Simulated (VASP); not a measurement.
Wanted: the native input for a VASP 6.6.1 run.

* Task: density of states
* Functional: PBEsol
* Potentials or basis: VASP PAW PBE potentials, release 64 (W_sv, C)
* Cutoff: 520 eV
* k mesh: 10 × 10 × 10
* Occupations: fermi-dirac, width 0.05 eV
* Spin: no spin polarisation
* Hubbard terms: W d U = 4.0 eV
* Dipole correction: no
* k mesh for the DOS: 15 × 15 × 15
* Occupations for the DOS: tetrahedron
* Further INCAR settings: ALGO = Normal; EDIFF = 1e-06; NBANDS = 16

The system is WC.

```xyz
2
Lattice="0.0000 2.1927 2.1927 2.1927 0.0000 2.1927 2.1927 2.1927 0.0000" Properties=species:S:1:pos:R:3 pbc="T T T"
W     0.0000    0.0000    0.0000
C     2.1927    2.1927    2.1927
```

These files were run (other wordings do the same):

POSCAR

```
WC
1.0
    0.0000000000      2.1926840000      2.1926840000
    2.1926840000      0.0000000000      2.1926840000
    2.1926840000      2.1926840000      0.0000000000
W C
1 1
Direct
    0.0000000000      0.0000000000      0.0000000000
    0.5000000000      0.5000000000      0.5000000000
```

INCAR.step1

```
  PREC = Accurate
  ENCUT = 520
  EDIFF = 1E-6
  ISMEAR = -1
  SIGMA = 0.05
  LREAL = F
  LASPH = T
  NELM = 150
  ALGO = Normal
  ISIF = 2
  LWAVE = F
  LCHARG = T
  LMAXMIX = 4
  LDAU = T
  LDAUTYPE = 2
  LDAUL = 2 -1
  LDAUU = 4 0
  LDAUJ = 0 0
  LDAUPRINT = 1
  GGA = PS
  NBANDS = 16
```

KPOINTS.step1

```
Automatic mesh
0
Gamma
  10 10 10
```

INCAR.step2

```
  PREC = Accurate
  ENCUT = 520
  EDIFF = 1E-6
  ISMEAR = -5
  SIGMA = 0.05
  LREAL = F
  LASPH = T
  NELM = 150
  ALGO = Normal
  ISIF = 2
  LWAVE = F
  LCHARG = F
  LMAXMIX = 4
  LDAU = T
  LDAUTYPE = 2
  LDAUL = 2 -1
  LDAUU = 4 0
  LDAUJ = 0 0
  LDAUPRINT = 1
  GGA = PS
  LORBIT = 11
  NBANDS = 16
  NEDOS = 1001
  ICHARG = 11
```

KPOINTS.step2

```
Automatic mesh
0
Gamma
  15 15 15
```

Potentials or basis: VASP PAW PBE potentials, release 64 (W_sv, C).

Launch:

```console
$ cat potpaw_PBE.64/W_sv/POTCAR potpaw_PBE.64/C/POTCAR > POTCAR
$ cp INCAR.step1 INCAR
$ cp KPOINTS.step1 KPOINTS
$ mpirun -np 1 vasp_std > vasp.out
$ cp INCAR.step2 INCAR
$ cp KPOINTS.step2 KPOINTS
$ mpirun -np 1 vasp_std > vasp.out
```

Results of the run:

The valence electrons inside the program's atomic spheres are W 11.99; C 2.44.

Caveat: spin-orbit coupling is left out, which moves the levels of the heavy elements; U without spin polarisation on a metal has little footing; the U is typed as a test and isn't derived for this compound.

Run time: 17 s on 1 thread of Intel(R) Xeon(R) Platinum 8559C (Emerald Rapids) (shared host), peak memory 0.16 GiB.
